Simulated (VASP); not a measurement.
Runs of VASP 6.6.1 on CuO. The structure is that of space group P4_2/mmc (No. 131), or close to it. The cells are those of the table. 

```csv
potentials or basis,cell,k mesh,cutoff (eV),second run,gap on the mesh (eV),pressure (GPa)
"VASP PAW PBE potentials, release 64 (Cu, O)","a = 2.927, b = 2.927, c = 5.151 Å, 4 atoms",8 × 8 × 6,520,-,none,(b)
"VASP PAW PBE potentials, release 64 (Cu, O)","a = 3.422, b = 3.422, c = 4.260 Å, angles 90.0, 90.0, 88.9°, 4 atoms",7 × 7 × 5,520,-,none,-2.3
"VASP PAW PBE potentials, release 64 (Cu_sv_GW, O)","a = 2.784, b = 2.784, c = 5.139 Å, 4 atoms",8 × 8 × 6,700,valence_matched,none,16.9
"VASP PAW PBE potentials, release 64 (Cu, O)","a = 3.422, b = 3.422, c = 4.260 Å, 4 atoms",8 × 8 × 6,520,-,none,(c)
"VASP PAW PBE potentials, release 64 (Cu, O)","a = 3.352, b = 3.352, c = 4.173 Å, 4 atoms",8 × 8 × 6,520,-,none,5.9
"VASP PAW PBE potentials, release 64 (Cu, O)","a = 3.467, b = 3.467, c = 4.317 Å, 4 atoms",8 × 8 × 6,520,-,none,-6.4
"VASP PAW PBE potentials, release 64 (Cu, O)","a = 3.489, b = 3.489, c = 4.344 Å, 4 atoms",8 × 8 × 6,520,-,none,-8.3
"VASP PAW PBE potentials, release 64 (Cu_sv_GW, O)","a = 2.719, b = 2.719, c = 5.151 Å, 4 atoms",8 × 8 × 6,700,valence_matched,none,26.8
"VASP PAW PBE potentials, release 64 (Cu, O)","a = 2.784, b = 2.784, c = 5.139 Å, 4 atoms",8 × 8 × 6,520,-,none,21.0
"VASP PAW PBE potentials, release 64 (Cu, O)","a = 3.399, b = 3.399, c = 4.232 Å, 4 atoms",8 × 8 × 6,520,-,none,(a)
"VASP PAW PBE potentials, release 64 (Cu, O)","a = 2.946, b = 2.946, c = 5.157 Å, 4 atoms",8 × 8 × 6,520,-,none,0.7
```

Alike in all rows: task single point; level PBE; no spin polarisation; smearing fermi-dirac 0.05 eV.

Question: Fill in the values left out.

Answer: (a) 0.1; (b) 2.7; (c) -1.9.

Caveats: semilocal functionals often make such compounds metallic where correlation or magnetic order opens a gap, which also shifts bond lengths.

A gap of «none» marks levels without a gap at the run's occupations.

The runs don't all hold the same shells in valence.
